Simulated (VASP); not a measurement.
# W in VASP: notebook

The runs below take W through single point, with PBE.

Everything below comes from runs of VASP 6.6.1. Logs are shortened: lines on timing, memory, paths and dates and some standing lists are left out, and cuts for length are marked.

## 1. The cell of the first run

The cell holds a wire or tube with vacuum around it, 2 atoms: a = 9.000 Å, b = 9.300 Å, c = 4.827 Å, α = 90.00°, β = 90.00°, γ = 90.00°.

## 2. Single point, PBE, collinear spin

INCAR

```
PREC = Accurate ; ENCUT = 520
EDIFF = 1E-6 ; ISMEAR = 0
SIGMA = 0.05 ; LREAL = F
LASPH = T ; NELM = 150
ALGO = Normal ; ISIF = 2
LWAVE = F ; LCHARG = T
ISPIN = 2 ; MAGMOM = 1.5 1.5
LORBIT = 11 ; LMAXMIX = 4
GGA = PE ; LELF = T
LVHAR = T ; NBANDS = 25
```

KPOINTS

```
Automatic mesh
0
Gamma
  1 1 13
```

POSCAR

```
W
1.0
    9.0000000000      0.0000000000      0.0000000000
    0.0000000000      9.3000000000      0.0000000000
    0.0000000000      0.0000000000      4.8273742586
W
2
Direct
    0.5000000000      0.5000000000      0.0254546916
    0.5000000000      0.5000000000      0.4395453084
```

Potentials or basis: VASP PAW PBE potentials, release 64 (W_sv).

Started as:

```bash
$ cat potpaw_PBE.64/W_sv/POTCAR > POTCAR
$ mpirun -np 1 vasp_std > vasp.out
```

OUTCAR:

```text
PREC = Accurate
   ENCUT = 520
   EDIFF = 1E-6
   ISMEAR = 0
   LREAL = F
   LASPH = T
   NELM = 150
   ISIF = 2
   ISPIN = 2
   LORBIT = 11
   GGA = PE

 ion  position               nearest neighbor table
   1  0.500  0.500  0.025-   2 2.00   2 2.83
   2  0.500  0.500  0.440-   1 2.00   1 2.83

  LATTYP: Found a simple orthorhombic cell.
 ALAT       =     4.8273742586
 B/A-ratio  =     1.8643675667
 C/A-ratio  =     1.9265131522

  Lattice vectors:

 A1 = (   0.0000000000,   0.0000000000,   4.8273742586)
 A2 = (   9.0000000000,   0.0000000000,   0.0000000000)
 A3 = (   0.0000000000,   9.3000000000,   0.0000000000)

Analysis of symmetry for initial positions (statically):
=====================================================================
 Subroutine PRICEL returns:
 Original cell was already a primitive cell.

 Routine SETGRP: Setting up the symmetry group for a
 simple orthorhombic supercell.

 Subroutine GETGRP returns: Found  8 space group operations
 (whereof  4 operations were pure point group operations)
 out of a pool of  8 trial point group operations.

The static configuration has the point symmetry C_2v.
 The point group associated with its full space group is D_2h.

Analysis of symmetry for dynamics (positions and initial velocities):
=====================================================================
 Subroutine PRICEL returns:
 Original cell was already a primitive cell.

 Routine SETGRP: Setting up the symmetry group for a
 simple orthorhombic supercell.

 Subroutine GETGRP returns: Found  8 space group operations
 (whereof  4 operations were pure point group operations)
 out of a pool of  8 trial point group operations.

The dynamic configuration has the point symmetry C_2v.
 The point group associated with its full space group is D_2h.

Analysis of structural, dynamic, and magnetic symmetry:
=====================================================================
 Subroutine PRICEL returns:
 Original cell was already a primitive cell.

 Routine SETGRP: Setting up the symmetry group for a
 simple orthorhombic supercell.

 Subroutine GETGRP returns: Found  8 space group operations
 (whereof  4 operations were pure point group operations)
 out of a pool of  8 trial point group operations.

The overall configuration has the point symmetry C_2v.
 The point group associated with its full space group is D_2h.

 Subroutine INISYM returns: Found  8 space group operations
 (whereof  4 operations are pure point group operations),
 and found     1 'primitive' translations

----------------------------------------------------------------------------------------

                                     Primitive cell

  volume of cell :     404.0512

  direct lattice vectors                    reciprocal lattice vectors
     9.000000000  0.000000000  0.000000000     0.111111111  0.000000000  0.000000000
     0.000000000  9.300000000  0.000000000     0.000000000  0.107526882  0.000000000
     0.000000000  0.000000000  4.827374259     0.000000000  0.000000000  0.207151952

  length of vectors
     9.000000000  9.300000000  4.827374259     0.111111111  0.107526882  0.207151952

  position of ions in fractional coordinates (direct lattice)
     0.500000000  0.500000000  0.025454692
     0.500000000  0.500000000  0.439545308

  ion indices of the primitive-cell ions
   primitive index   ion index
                 1           1
                 2           2

----------------------------------------------------------------------------------------

 KPOINTS: Automatic mesh

Automatic generation of k-mesh.
 Grid dimensions read from file:
 generate k-points for:    1    1   13

 Generating k-lattice:

  Cartesian coordinates                     Fractional coordinates (reciprocal lattice)
     0.111111111  0.000000000  0.000000000     1.000000000  0.000000000  0.000000000
     0.000000000  0.107526882  0.000000000     0.000000000  1.000000000  0.000000000
     0.000000000  0.000000000  0.015934766     0.000000000  0.000000000  0.076923077

  Length of vectors
     0.111111111  0.107526882  0.015934766

  Shift w.r.t. Gamma in fractional coordinates (k-lattice)
     0.000000000  0.000000000  0.000000000

 Subroutine IBZKPT returns following result:
 ===========================================

 Found      7 irreducible k-points:

 Following reciprocal coordinates:
            Coordinates               Weight
  0.000000  0.000000  0.000000      1.000000
  0.000000  0.000000  0.076923      2.000000
  0.000000  0.000000  0.153846      2.000000
  0.000000  0.000000  0.230769      2.000000
  0.000000  0.000000  0.307692      2.000000
  0.000000  0.000000  0.384615      2.000000
  0.000000  0.000000  0.461538      2.000000
   k-points           NKPTS =      7   k-points in BZ     NKDIM =      7   number of bands    NBANDS=     25
   number of dos      NEDOS =    301   number of ions     NIONS =      2
   total plane-waves  NPLWV = 176400
   dimension x,y,z NGX =    70 NGY =   70 NGZ =   36
   dimension x,y,z NGXF=   140 NGYF=  140 NGZF=   72
   ions per type =               2
   NGX,Y,Z   is equivalent  to a cutoff of  12.93, 12.51, 12.40 a.u.
   NGXF,Y,Z  is equivalent  to a cutoff of  25.86, 25.03, 24.80 a.u.
 SYSTEM =  unknown system
   PREC   = accura    normal or accurate (medium, high low for compatibility)
   ISTART =      0    job   : 0-new  1-cont  2-samecut
   ICHARG =      2    charge: 1-file 2-atom 10-const
   ISPIN  =      2    spin polarized calculation?
   LNONCOLLINEAR =      F non collinear calculations
   LSORBIT =      F    spin-orbit coupling
   LASPH  =      T    aspherical Exc in radial PAW
   ENCUT  =  520.0 eV  38.22 Ry    6.18 a.u.  16.73 17.29  8.98*2*pi/ulx,y,z
   NELM   =    150;   NELMIN=  2; NELMDL= -5     # of ELM steps
   EDIFF  = 0.1E-05   stopping-criterion for ELM
   LREAL  =      F    real-space projection
   EDIFFG = 0.1E-04   stopping-criterion for IOM
   NSW    =      0    number of steps for IOM
   IBRION =     -1    ionic relax: 0-MD 1-quasi-New 2-CG
   NFREE  =      0    steps in history (QN), initial steepest desc. (CG)
   ISIF   =      2    stress and relaxation
   ISYM   =      2    0-nonsym 1-usesym 2-fastsym
   POTIM  = 0.5000    time-step for ionic-motion
   TEBEG  =    0.0;   TEEND  =   0.0 temperature during run
   PSTRESS=    0.0 pullay stress
   NELECT =      28.0000    total number of electrons
   NUPDOWN=      -1.0000    fix difference up-down
   EMIN   =  10.00;   EMAX   =-10.00  energy-range for DOS
   EFERMI =   0.00;   METHOD = LEGACY
   ISMEAR =     0;   SIGMA  =   0.05  broadening in eV -4-tet -1-fermi 0-gaus
   EFERMI_NEDOS =   21; number of points for ismear=-14 and -15
   IALGO  =     38    algorithm
   IMIX   =      4    mixing-type and parameters
     AMIX     =   0.40;   BMIX     =  1.00
     AMIX_MAG =   1.60;   BMIX_MAG =  1.00
  volume/ion in A,a.u.               =     202.03      1363.34
  Fermi-wavevector in a.u.,A,eV,Ry     =   0.672433  1.270713  6.152085  0.452165
  Thomas-Fermi vector in A             =   1.748551
   LORBIT       =     11    0 simple, 1 ext, 2 COOP (PROOUT), +10 PAW based schemes
   GGA     = PE    functional components
   LHFCALC =     F    Hartree Fock is set to
   AEXX    =    0.0000 exact exchange contribution
   IVDW    =     0    specifies the selected vdW correction
   LEPSILON=     F    determine dielectric tensor
   LRPA    =     F    only Hartree local field effects (RPA)
 spin polarized calculation
 Gauss-broadening in eV      SIGMA  =   0.05
  energy-cutoff  :      520.00
  volume of cell :      404.05
 maximum number of plane-waves:     10898
 NGX is ok and might be reduce to    70
   NGX = 33   NGY = 35   NGZ = 17

 number of electron      27.9999998 magnetization      -0.0000248

 number of electron      27.9999998 magnetization       0.0000138

 Free energy of the ion-electron system (eV)
  ---------------------------------------------------
  ext. energy  EPLUGINS =         0.00000000
  ---------------------------------------------------
  free energy    TOTEN  =       -14.84534420 eV

  energy without entropy =      -14.84534420  energy(sigma->0) =      -14.84534420

 E-fermi :  -2.9215     XC(G=0):  -2.6842

 val. band max:       -3.2182215733   @ k =   0.0000   0.0000   0.4615
 cond. band min:      -2.5978874406   @ k =   0.0000   0.0000   0.4615
 fundamental gap:      0.6203341327
 Fermi energy:        -2.9215343409

 spin component 1

 k-point     1 :       0.0000    0.0000    0.0000
  band No.  band energies     occupation
      1     -76.9320      1.00000
      2     -76.0524      1.00000
      3     -43.5852      1.00000
      4     -41.0311      1.00000
      5     -41.0306      1.00000
      6     -40.2541      1.00000
[... 17 lines left out ...]
     24       2.4833      0.00000
     25       2.8401      0.00000
[... 144 lines left out ...]
      2     -76.0725      1.00000
      3     -43.3340      1.00000
      4     -40.9997      1.00000
      5     -40.9993      1.00000
      6     -40.2902      1.00000
[... 17 lines left out ...]
     24       2.6054      0.00000
     25       2.9078      0.00000
 Fermi energy:        -2.9215343409

 spin component 2

 k-point     1 :       0.0000    0.0000    0.0000
  band No.  band energies     occupation
      1     -76.9320      1.00000
      2     -76.0524      1.00000
      3     -43.5852      1.00000
      4     -41.0311      1.00000
      5     -41.0306      1.00000
      6     -40.2541      1.00000
[... 17 lines left out ...]
     24       2.4834      0.00000
     25       2.8398      0.00000
[... 145 lines left out ...]
      3     -43.3340      1.00000
      4     -40.9997      1.00000
      5     -40.9993      1.00000
      6     -40.2902      1.00000
[... 17 lines left out ...]
     24       2.6050      0.00000
     25       2.9081      0.00000

------------------------ aborting loop because EDIFF is reached ----------------------------------------

  FORCE on cell =-STRESS in cart. coord.  units (eV):
  Direction    XX          YY          ZZ          XY          YZ          ZX
  --------------------------------------------------------------------------------------
  -------------------------------------------------------------------------------------
  Total       -0.0972231     -0.0748401      2.8695589      0.0000000      0.0000000      0.0000000
  in kB       -0.3855171     -0.2967621     11.3786123      0.0000000      0.0000000      0.0000000
  external PRESSURE =       3.5654444 kB  Pullay stress =       0.0000000 kB

 VOLUME and BASIS-vectors are now :
 -----------------------------------------------------------------------------
  energy-cutoff  :      520.00
  volume of cell :      404.05
      direct lattice vectors                 reciprocal lattice vectors
     9.000000000  0.000000000  0.000000000     0.111111111  0.000000000  0.000000000
     0.000000000  9.300000000  0.000000000     0.000000000  0.107526882  0.000000000
     0.000000000  0.000000000  4.827374259     0.000000000  0.000000000  0.207151952

 POSITION                                       TOTAL-FORCE (eV/Angst)
 -----------------------------------------------------------------------------------
      4.50000      4.65000      0.12288         0.000000      0.000000     -1.414725
      4.50000      4.65000      2.12185         0.000000      0.000000      1.414725
 -----------------------------------------------------------------------------------
    total drift:                                0.000000      0.000000      0.000011

  FREE ENERGIE OF THE ION-ELECTRON SYSTEM (eV)
  ---------------------------------------------------
  free  energy   TOTEN  =       -14.8453441993 eV

  energy  without entropy=      -14.8453441993  energy(sigma->0) =      -14.84534420

 total charge

# of ion       s       p       d       tot
------------------------------------------
    1        2.386   6.047   3.929  12.362
    2        2.386   6.047   3.929  12.362
--------------------------------------------------
tot          4.772  12.095   7.857  24.724

 magnetization (x)

# of ion       s       p       d       tot
------------------------------------------
    1        0.000   0.000   0.000   0.000
    2        0.000   0.000   0.000   0.000
--------------------------------------------------
tot          0.000   0.000   0.000   0.000
```

Wall time 2.9 min (1 thread of Intel Xeon Platinum 8259CL at 2.50GHz (Skylake/Cascade Lake), shared host); peak memory 0.59 GiB.

Results:

```yaml
Free_energy: -14.8453 eV
Largest_force: 1.415 eV/Å
Band_gap_on_the_k_mesh: 0.62 eV
Net_moment: 0.00 μB per cell
Valence_electrons_inside_the_program's_atomic_spheres: W 12.36
```

Forces in eV/Å, atoms in the order of the input:
```
W    0.000  0.000 -1.415
W    0.000  0.000  1.415
```

Caveat: atoms lie so close that the PAW spheres overlap strongly, which falsifies energies and pressures; spin-orbit coupling is left out, which moves the levels of the heavy elements.

## 3. Single point, PBE, collinear spin

This run uses another cell than the first one.

INCAR

```
SYSTEM = W
PREC = Accurate
ENCUT = 520
EDIFF = 1E-6
ISMEAR = 0
SIGMA = 0.05
LREAL = .False.
LASPH = .True.
NELM = 150
ALGO = Normal
ISIF = 2
LWAVE = .False.
LCHARG = .False.
ISPIN = 2
MAGMOM = 1.5 1.5
LORBIT = 11
LMAXMIX = 4
GGA = PE
NBANDS = 25
```

KPOINTS

```
regular mesh
0
Gamma
  1 1 13
  0 0 0
```

POSCAR

```
W
1.0
    9.0000000000      0.0000000000      0.0000000000
    0.0000000000      9.3000000000      0.0000000000
    0.0000000000      0.0000000000      4.9626717082
W
2
Direct
    0.5000000000      0.5000000000      0.0000000000
    0.5000000000      0.5000000000      0.4650000000
```

Potentials or basis: VASP PAW PBE potentials, release 64 (W_sv).

Started as:

```bash
$ cat potpaw_PBE.64/W_sv/POTCAR > POTCAR
$ mpirun -np 1 vasp_std > vasp.out
```

OUTCAR:

```text
SYSTEM = W
   PREC = Accurate
   ENCUT = 520
   EDIFF = 1E-6
   ISMEAR = 0
   LREAL = .False.
   LASPH = .True.
   NELM = 150
   ISIF = 2
   ISPIN = 2
   LORBIT = 11
   GGA = PE

 ion  position               nearest neighbor table
   1  0.500  0.500  0.000-   2 2.31   2 2.66
   2  0.500  0.500  0.465-   1 2.31   1 2.66

  LATTYP: Found a simple orthorhombic cell.
 ALAT       =     4.9626717082
 B/A-ratio  =     1.8135392646
 C/A-ratio  =     1.8739905734

  Lattice vectors:

 A1 = (   0.0000000000,   0.0000000000,   4.9626717082)
 A2 = (   9.0000000000,   0.0000000000,   0.0000000000)
 A3 = (   0.0000000000,   9.3000000000,   0.0000000000)

Analysis of symmetry for initial positions (statically):
=====================================================================
 Subroutine PRICEL returns:
 Original cell was already a primitive cell.

 Routine SETGRP: Setting up the symmetry group for a
 simple orthorhombic supercell.

 Subroutine GETGRP returns: Found  8 space group operations
[... 378 lines left out ...]
      4     -41.3099      1.00000
      5     -41.3097      1.00000
      6     -41.0204      1.00000
[... 185 lines left out ...]
     24       2.0879      0.00000
     25       2.1378      0.00000

------------------------ aborting loop because EDIFF is reached ----------------------------------------

  FORCE on cell =-STRESS in cart. coord.  units (eV):
  Direction    XX          YY          ZZ          XY          YZ          ZX
  --------------------------------------------------------------------------------------
  -------------------------------------------------------------------------------------
  Total       -0.0990905     -0.0758617    -10.4991454      0.0000000      0.0000000      0.0000000
  in kB       -0.3822098     -0.2926120    -40.4970631      0.0000000      0.0000000      0.0000000
  external PRESSURE =     -13.7239616 kB  Pullay stress =       0.0000000 kB

 VOLUME and BASIS-vectors are now :
 -----------------------------------------------------------------------------
  energy-cutoff  :      520.00
  volume of cell :      415.38
      direct lattice vectors                 reciprocal lattice vectors
     9.000000000  0.000000000  0.000000000     0.111111111  0.000000000  0.000000000
     0.000000000  9.300000000  0.000000000     0.000000000  0.107526882  0.000000000
     0.000000000  0.000000000  4.962671708     0.000000000  0.000000000  0.201504363

 POSITION                                       TOTAL-FORCE (eV/Angst)
 -----------------------------------------------------------------------------------
      4.50000      4.65000      0.00000         0.000000      0.000000      2.787893
      4.50000      4.65000      2.30764         0.000000      0.000000     -2.787893
 -----------------------------------------------------------------------------------
    total drift:                                0.000000      0.000000     -0.000005

  FREE ENERGIE OF THE ION-ELECTRON SYSTEM (eV)
  ---------------------------------------------------
  free  energy   TOTEN  =       -14.1300354399 eV

  energy  without entropy=      -14.1224609626  energy(sigma->0) =      -14.12624820

 total charge

# of ion       s       p       d       tot
------------------------------------------
    1        2.444   6.032   3.491  11.967
    2        2.444   6.032   3.491  11.967
--------------------------------------------------
tot          4.887  12.064   6.982  23.933

 magnetization (x)

# of ion       s       p       d       tot
------------------------------------------
    1        0.019   0.011   0.386   0.417
    2        0.019   0.011   0.386   0.417
--------------------------------------------------
tot          0.037   0.023   0.773   0.833
```

stdout:

```text
POSCAR found type information on POSCAR W
 POSCAR found :  1 types and       2 ions
 scaLAPACK will be used
 LDA part: xc-table for (Slater+PW92), standard interpolation
 POSCAR, INCAR and KPOINTS ok, starting setup
 FFT: planning ... GRIDC
 FFT: planning ... GRID_SOFT
 FFT: planning ... GRID
 WAVECAR not read
 entering main loop
```

It took 3.2 min on 1 thread of Intel Xeon Platinum 8259CL at 2.50GHz (Skylake/Cascade Lake), shared host; peak memory 0.62 GiB.

Results:

```yaml
Free_energy: -14.1300 eV
Largest_force: 2.788 eV/Å
Net_moment: 1.23 μB per cell
Site_moments: W +0.42 μB
Valence_electrons_inside_the_program's_atomic_spheres: W 11.97
```

Forces in eV/Å, atoms in the order of the input:
```
W    0.000  0.000  2.788
W    0.000  0.000 -2.788
```

Levels at points of the mesh, in eV from the Fermi level:
Spin up:
```tsv
k point	band 12	band 13	band 14	band 15	band 16	band 17
(0.00, 0.00, 0.00)	-1.88	-0.71	-0.70	1.07	1.08	1.31
```
Spin down:
| k point | band 11 | band 12 | band 13 | band 14 | band 15 | band 16 | band 17 | band 18 |
| --- | --- | --- | --- | --- | --- | --- | --- | --- |
| (0.00, 0.00, 0.00) | -2.30 | -1.55 | -0.30 | -0.29 | 1.52 | 1.53 | 1.72 | 1.95 |

Caveat: spin-orbit coupling is left out, which moves the levels of the heavy elements.
